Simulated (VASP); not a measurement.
# InSe (P6_3/mmc) in VASP: single point with PBE+D3(BJ)

Aim: the single point of InSe with PBE+D3(BJ).

All numbers are computed with VASP 6.6.1; they aren't measurements. Logs are shortened: lines on timing, memory, paths and dates and some standing lists are left out, and cuts for length are marked.

## (1) The cell of the first run

It takes space group P6_3/mmc (No. 194, hexagonal). The conventional cell has a = 4.032 Å, b = 4.032 Å, c = 16.762 Å, α = 90.00°, β = 90.00°, γ = 120.00°. In (site symmetry 3m) has 3 Se at 2.66 Å and 1 In at 2.79 Å within 3.5 Å. Within 3.5 Å of Se (site symmetry 3m) lie 3 In at 2.66 Å.

## (2) Single point, PBE+D3(BJ)

The input, INCAR:

```
SYSTEM = InSe
PREC = Accurate
ENCUT = 520
EDIFF = 1E-6
ISMEAR = 0
SIGMA = 0.02
LREAL = Auto
LASPH = .True.
NELM = 80
ALGO = Normal
ISIF = 2
LWAVE = .False.
LCHARG = .True.
GGA = PE
IVDW = 12
LVHAR = .True.
NBANDS = 174
KPAR = 4
```

The input, KPOINTS:

```
Automatic mesh
0
Gamma
  3 3 2
  0 0 0.5
```

The input, POSCAR:

```
InSe
1.0
    4.0317714843      6.9832330553      0.0000000000
    4.0317714842     -6.9832330553      0.0000000000
    0.0000000000      0.0000000000    -16.7623716915
In Se
16 16
Direct
    0.1666666667      0.3333333333      0.8333418052
    0.1666666667      0.8333333333      0.8333418052
    0.6666666667      0.3333333333      0.8333418052
    0.6666666667      0.8333333333      0.8333418052
    0.3333333333      0.6666666667      0.3333418052
    0.3333333333      0.1666666667      0.3333418052
    0.8333333333      0.6666666667      0.3333418052
    0.8333333333      0.1666666667      0.3333418052
    0.1666666667      0.3333333333      0.6666581948
    0.1666666667      0.8333333333      0.6666581948
    0.6666666667      0.3333333333      0.6666581948
    0.6666666667      0.8333333333      0.6666581948
    0.3333333333      0.6666666667      0.1666581948
    0.3333333333      0.1666666667      0.1666581948
    0.8333333333      0.6666666667      0.1666581948
    0.8333333333      0.1666666667      0.1666581948
    0.1666666667      0.3333333333      0.4101288660
    0.1666666667      0.8333333333      0.4101288660
    0.6666666667      0.3333333333      0.4101288660
    0.6666666667      0.8333333333      0.4101288660
    0.3333333333      0.6666666667      0.9101288660
    0.3333333333      0.1666666667      0.9101288660
    0.8333333333      0.6666666667      0.9101288660
    0.8333333333      0.1666666667      0.9101288660
    0.1666666667      0.3333333333      0.0898711340
    0.1666666667      0.8333333333      0.0898711340
    0.6666666667      0.3333333333      0.0898711340
    0.6666666667      0.8333333333      0.0898711340
    0.3333333333      0.6666666667      0.5898711340
    0.3333333333      0.1666666667      0.5898711340
    0.8333333333      0.6666666667      0.5898711340
    0.8333333333      0.1666666667      0.5898711340
```

Potentials or basis: VASP PAW PBE potentials, release 64 (In_d, Se).

Command:

```
$ cat potpaw_PBE.64/In_d/POTCAR potpaw_PBE.64/Se/POTCAR > POTCAR
$ mpirun -np 4 vasp_std > vasp.out
```

OUTCAR:

```text
SYSTEM = InSe
   PREC = Accurate
   ENCUT = 520
   EDIFF = 1E-6
   ISMEAR = 0
   LREAL = Auto
   LASPH = .True.
   NELM = 80
   ISIF = 2
   GGA = PE
   IVDW = 12
 IVDW          = 12

 ion  position               nearest neighbor table
   1  0.167  0.333  0.833-  22 2.66  21 2.66  24 2.66   9 2.79
   2  0.167  0.833  0.833-  21 2.66  22 2.66  23 2.66  10 2.79
   3  0.667  0.333  0.833-  24 2.66  23 2.66  22 2.66  11 2.79
   4  0.667  0.833  0.833-  23 2.66  24 2.66  21 2.66  12 2.79
   5  0.333  0.667  0.333-  18 2.66  17 2.66  20 2.66  13 2.79
   6  0.333  0.167  0.333-  17 2.66  18 2.66  19 2.66  14 2.79
[... 8 lines left out ...]
  15  0.833  0.667  0.167-  28 2.66  27 2.66  26 2.66   7 2.79
  16  0.833  0.167  0.167-  27 2.66  28 2.66  25 2.66   8 2.79
  17  0.167  0.333  0.410-   6 2.66   5 2.66   8 2.66
[... 22 lines left out ...]
 A1 = (   4.0317714843,   6.9832330553,   0.0000000000)
 A2 = (   4.0317714842,  -6.9832330553,   0.0000000000)
 A3 = (   0.0000000000,   0.0000000000, -16.7623716915)

Analysis of symmetry for initial positions (statically):
=====================================================================
 Subroutine PRICEL returns following result:

  LATTYP: Found a hexagonal cell.
 ALAT       =     4.0317714843
 C/A-ratio  =     4.1575698813

  Lattice vectors:

 A1 = (   2.0158857422,   3.4916165277,   0.0000000000)
 A2 = (   2.0158857421,  -3.4916165277,   0.0000000000)
 A3 = (   0.0000000000,   0.0000000000, -16.7623716915)

   4 primitive cells build up your supercell.

 Routine SETGRP: Setting up the symmetry group for a
 hexagonal supercell.

 Subroutine GETGRP returns: Found 24 space group operations
 (whereof 12 operations were pure point group operations)
 out of a pool of 24 trial point group operations.

The static configuration has the point symmetry D_3d.
 The point group associated with its full space group is D_6h.

Analysis of symmetry for dynamics (positions and initial velocities):
=====================================================================
 Subroutine PRICEL returns following result:

  LATTYP: Found a hexagonal cell.
 ALAT       =     4.0317714843
 C/A-ratio  =     4.1575698813

  Lattice vectors:

 A1 = (   2.0158857422,   3.4916165277,   0.0000000000)
 A2 = (   2.0158857421,  -3.4916165277,   0.0000000000)
 A3 = (   0.0000000000,   0.0000000000, -16.7623716915)
[... 103 lines left out ...]
   EDIFFG = 0.1E-04   stopping-criterion for IOM
   NSW    =      0    number of steps for IOM
   IBRION =     -1    ionic relax: 0-MD 1-quasi-New 2-CG
   NFREE  =      0    steps in history (QN), initial steepest desc. (CG)
   ISIF   =      2    stress and relaxation
   ISYM   =      2    0-nonsym 1-usesym 2-fastsym
   POTIM  = 0.5000    time-step for ionic-motion
   TEBEG  =    0.0;   TEEND  =   0.0 temperature during run
   PSTRESS=    0.0 pullay stress
   NELECT =     304.0000    total number of electrons
   NUPDOWN=      -1.0000    fix difference up-down
   EMIN   =  10.00;   EMAX   =-10.00  energy-range for DOS
   EFERMI =   0.00;   METHOD = LEGACY
   ISMEAR =     0;   SIGMA  =   0.02  broadening in eV -4-tet -1-fermi 0-gaus
   EFERMI_NEDOS =   21; number of points for ismear=-14 and -15
   IALGO  =     38    algorithm
   IMIX   =      4    mixing-type and parameters
     AMIX     =   0.40;   BMIX     =  1.00
     AMIX_MAG =   1.60;   BMIX_MAG =  1.00
  volume/ion in A,a.u.               =      29.50       199.05
  Fermi-wavevector in a.u.,A,eV,Ry     =   1.122174  2.120601 17.133458  1.259274
  Thomas-Fermi vector in A             =   2.258832
   LORBIT       =      0    0 simple, 1 ext, 2 COOP (PROOUT), +10 PAW based schemes
   GGA     = PE    functional components
   LHFCALC =     F    Hartree Fock is set to
   AEXX    =    0.0000 exact exchange contribution
   IVDW    =    12    specifies the selected vdW correction
   LEPSILON=     F    determine dielectric tensor
   LRPA    =     F    only Hartree local field effects (RPA)
 non-spin polarized calculation
 Gauss-broadening in eV      SIGMA  =   0.02
  energy-cutoff  :      520.00
  volume of cell :      943.88
 maximum number of plane-waves:     25437
 NGX is ok and might be reduce to    60
   NGX = 29   NGY = 29   NGZ = 63

 number of electron     304.0000051 magnetization

 Free energy of the ion-electron system (eV)
  ---------------------------------------------------
  ext. energy  EPLUGINS =         0.00000000
  ---------------------------------------------------
  free energy    TOTEN  =      -113.27348385 eV

  energy without entropy =     -113.27348385  energy(sigma->0) =     -113.27348385

 E-fermi :   3.8026     XC(G=0):  -8.8743

 val. band max:        3.6850701626   @ k =   0.3333   0.0000   0.2500
 cond. band min:       4.7608695125   @ k =   0.0000   0.0000   0.2500
 fundamental gap:      1.0757993499
 Fermi energy:         3.8026304163

 k-point     1 :       0.0000    0.0000    0.2500
  band No.  band energies     occupation
      1     -10.8859      2.00000
      2     -10.8859      2.00000
      3     -10.8859      2.00000
      4     -10.8827      2.00000
      5     -10.8827      2.00000
      6     -10.8827      2.00000
[... 490 lines left out ...]
    163       6.5034      0.00000
    164       6.5034      0.00000
 [bands above 164 left out]

------------------------ aborting loop because EDIFF is reached ----------------------------------------

 Edisp (eV)   -9.49802

 E8    (eV) :    -4.3520

  FORCE on cell =-STRESS in cart. coord.  units (eV):
  Direction    XX          YY          ZZ          XY          YZ          ZX
  --------------------------------------------------------------------------------------
  -------------------------------------------------------------------------------------
  Total       0.01064     0.01064    -0.64179     0.00000    -0.00000     0.00000
  in kB       0.01807     0.01807    -1.08939     0.00000    -0.00000     0.00000
  external pressure =       -0.35 kB  Pullay stress =        0.00 kB

 VOLUME and BASIS-vectors are now :
 -----------------------------------------------------------------------------
  energy-cutoff  :      520.00
  volume of cell :      943.88
      direct lattice vectors                 reciprocal lattice vectors
     4.031771484  6.983233055  0.000000000     0.124014965  0.071600073  0.000000000
     4.031771484 -6.983233055  0.000000000     0.124014965 -0.071600073  0.000000000
     0.000000000  0.000000000-16.762371692     0.000000000  0.000000000 -0.059657429

 POSITION                                       TOTAL-FORCE (eV/Angst)
 -----------------------------------------------------------------------------------
      2.01589     -1.16387    -13.96879         0.000000     -0.000000      0.017177
      4.03177     -4.65549    -13.96879         0.000000     -0.000000      0.017177
      4.03177      2.32774    -13.96879        -0.000000     -0.000000      0.017177
      6.04766     -1.16387    -13.96879         0.000000     -0.000000      0.017177
      4.03177     -2.32774     -5.58760         0.000000      0.000000      0.017177
      2.01589      1.16387     -5.58760         0.000000      0.000000      0.017177
[... 24 lines left out ...]
      6.04766      1.16387     -9.88764        -0.000000      0.000000      0.011675
      4.03177      4.65549     -9.88764        -0.000000      0.000000      0.011675
 -----------------------------------------------------------------------------------
    total drift:                               -0.000000     -0.000001      0.000000

  FREE ENERGIE OF THE ION-ELECTRON SYSTEM (eV)
  ---------------------------------------------------
  free  energy   TOTEN  =      -122.7715042754 eV

  energy  without entropy=     -122.7715042754  energy(sigma->0) =     -122.77150428
```

OSZICAR:

```text
N       E                     dE             d eps       ncg     rms          rms(c)
DAV:   1     0.369188471970E+04    0.36919E+04   -0.12825E+05  1060   0.195E+03
DAV:   2     0.632724921216E+03   -0.30592E+04   -0.30098E+04  1044   0.540E+02
DAV:   3    -0.357931662369E+02   -0.66852E+03   -0.63230E+03  1170   0.245E+02
DAV:   4    -0.113548345866E+03   -0.77755E+02   -0.76482E+02  1272   0.757E+01
DAV:   5    -0.116716140190E+03   -0.31678E+01   -0.31289E+01  1216   0.150E+01    0.229E+01
DAV:   6    -0.113341086273E+03    0.33751E+01   -0.68945E+00  1344   0.172E+01    0.107E+01
DAV:   7    -0.113266951190E+03    0.74135E-01   -0.43444E+00  1528   0.557E+00    0.373E+00
DAV:   8    -0.113260287711E+03    0.66635E-02   -0.42943E-01  1432   0.318E+00    0.214E+00
DAV:   9    -0.113274459149E+03   -0.14171E-01   -0.80438E-02  1200   0.636E-01    0.574E-01
DAV:  10    -0.113271995291E+03    0.24639E-02   -0.10452E-02  1352   0.597E-01    0.350E-01
DAV:  11    -0.113273267483E+03   -0.12722E-02   -0.59872E-03  1344   0.162E-01    0.120E-01
DAV:  12    -0.113273407443E+03   -0.13996E-03   -0.44358E-04  1632   0.581E-02    0.110E-01
DAV:  13    -0.113273469331E+03   -0.61888E-04   -0.58070E-05  1104   0.178E-02    0.357E-02
DAV:  14    -0.113273480879E+03   -0.11548E-04   -0.20105E-05  1056   0.142E-02    0.116E-02
DAV:  15    -0.113273483618E+03   -0.27395E-05   -0.58976E-06   936   0.593E-03    0.872E-03
DAV:  16    -0.113273483848E+03   -0.22988E-06   -0.53256E-07   608   0.301E-03
   1 F= -.12277150E+03 E0= -.12277150E+03  d E =-.743089E-17
```

stdout:

```text
POSCAR found type information on POSCAR InSe
 POSCAR found :  2 types and      32 ions
 scaLAPACK will be used
 LDA part: xc-table for (Slater+PW92), standard interpolation
 POSCAR, INCAR and KPOINTS ok, starting setup
 FFT: planning ... GRIDC
 FFT: planning ... GRID_SOFT
 FFT: planning ... GRID
 WAVECAR not read
 entering main loop
```

Run time: 6.5 min. Hardware: 4 MPI ranks of AMD EPYC 7R43 (Zen 3), shared host; peak memory 1 GiB.

What came out:

| Quantity | Value |
| --- | --- |
| Free energy | -122.7715 eV |
| Pressure | 0.0 GPa |
| Largest force | 0.017 eV/Å |
| Band gap on the k mesh | 1.08 eV |
| Dispersion energy per atom | -0.297 eV |

Forces in eV/Å, atoms in the order of the input:
```
In   0.000  0.000  0.017
In   0.000  0.000  0.017
In   0.000  0.000  0.017
In   0.000  0.000  0.017
In   0.000  0.000  0.017
In   0.000  0.000  0.017
In   0.000  0.000  0.017
In   0.000  0.000  0.017
In   0.000  0.000 -0.017
In   0.000  0.000 -0.017
In   0.000  0.000 -0.017
In   0.000  0.000 -0.017
In   0.000  0.000 -0.017
In   0.000  0.000 -0.017
In   0.000  0.000 -0.017
In   0.000  0.000 -0.017
Se   0.000  0.000 -0.012
Se   0.000  0.000 -0.012
Se   0.000  0.000 -0.012
Se   0.000  0.000 -0.012
Se   0.000  0.000 -0.012
Se   0.000  0.000 -0.012
Se   0.000  0.000 -0.012
Se   0.000  0.000 -0.012
Se   0.000  0.000  0.012
Se   0.000  0.000  0.012
Se   0.000  0.000  0.012
Se   0.000  0.000  0.012
Se   0.000  0.000  0.012
Se   0.000  0.000  0.012
Se   0.000  0.000  0.012
Se   0.000  0.000  0.012
```

Levels at points of the mesh, in eV from the valence-band top:
```
           k point  band 149  band 150  band 151  band 152  band 153  band 154  band 155  band 156
(0.00, 0.00, 0.25)     -0.82     -0.77     -0.77     -0.07      1.08      1.53      1.53      1.53
```

Caveat: spin-orbit coupling is left out, which moves the levels of the heavy elements; a shifted mesh leaves out Γ, where band edges can lie. A k mesh can miss the band edges.
